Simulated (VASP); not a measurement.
A run of VASP 6.6.1:

The input INCAR:

```
ALGO = Normal ; EDIFF = 1E-6
ENCUT = 500 ; GGA = PS
GGA_COMPAT = False ; ISIF = 2
ISMEAR = 0 ; ISPIN = 2
LASPH = True ; LCHARG = False
LMAXMIX = 4 ; LORBIT = 11
LREAL = False ; LWAVE = False
MAGMOM = 0.24 0 ; NBANDS = 21
NELM = 200 ; PREC = Accurate
SIGMA = 0.05
```

KPOINTS

```
k-points
0
Gamma
  10 10 10
```

File POSCAR:

```
MoSe
1.0
    0.0000000000      2.5753605460      2.5753605460
    2.5753605460      0.0000000000      2.5753605460
    2.5753605460      2.5753605460      0.0000000000
Mo Se
1 1
Direct
    0.4961170485      0.5038829515      0.5038829515
    0.0000000000      0.0000000000      0.0000000000
```

Potentials or basis: VASP PAW PBE potentials, release 64 (Mo_sv, Se).

The run is started by

```sh
$ cat potpaw_PBE.64/Mo_sv/POTCAR potpaw_PBE.64/Se/POTCAR > POTCAR
$ mpirun -np 1 vasp_std > vasp.out
```

Hardware: 1 thread of Intel Xeon 8259CL (shared host).

Question: How long does it take, and how much memory?

Answer: Run time: 3.4 min on 1 thread of Intel Xeon 8259CL (shared host), peak memory 0.25 GiB. Counts: scf iterations 12, k points 102.
